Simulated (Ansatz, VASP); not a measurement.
**One calculation of Al, two programs**

```
CELL_PARAMETERS angstrom
0.00000 2.01122 2.01122
2.01122 0.00000 2.01122
2.01122 2.01122 0.00000
ATOMIC_POSITIONS crystal
Al 0.00000 0.00000 0.00000
```

Alike in both runs: task single point; functional r2SCAN; dispersion D3(BJ); k mesh 11 × 11 × 11; occupations fermi-dirac, width 0.05 eV; no spin polarisation.

```csv
,VASP,Ansatz
version,VASP 6.6.1,Ansatz 0.2.0
potentials or method,"VASP PAW PBE potentials, release 64 (Al)",Ansatz PAW
plane-wave cutoff (eV),520,500
valence electrons in the cell,3,3
```

```csv
,VASP,Ansatz,Ansatz less VASP
gap on the k mesh at the Fermi level (eV),none,none,-
pressure (GPa),-3.7,-3.4,+0.30
```

VASP's potentials were made for PBE, not for r2SCAN. A gap of «none» marks a metal or a gap that the smearing closes.
